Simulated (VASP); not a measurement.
Crystal: MgO.

```xyz
2
Lattice="0.0000 2.2820 2.2820 2.2820 0.0000 2.2820 2.2820 2.2820 0.0000" Properties=species:S:1:pos:R:3 pbc="T T T"
Mg    0.0000    0.0000    0.0000
O     1.1410    1.1410    1.1410
```

Base run:

```yaml
Program: VASP 6.6.1
Functional: PBE
Potentials_or_basis: VASP PAW PBE potentials, release 64 (Mg, O)
Cutoff: 520 eV
k_mesh: 8 × 8 × 8
Occupations: gaussian, width 0.01 eV
Spin: no spin polarisation
```

Its results: band gap on the k mesh 3.64 eV, direct; electronic dielectric tensor (diagonal) 3.01.

Q: The run is repeated on the same cell with these changes: functional from PBE to r2SCAN. What comes out?

A: Band gap on the k mesh 4.32 eV, direct; electronic dielectric tensor (diagonal) 2.81.

r2SCAN gives the wider gap, since meta-GGAs in the generalised Kohn-Sham scheme recover part of the derivative discontinuity.

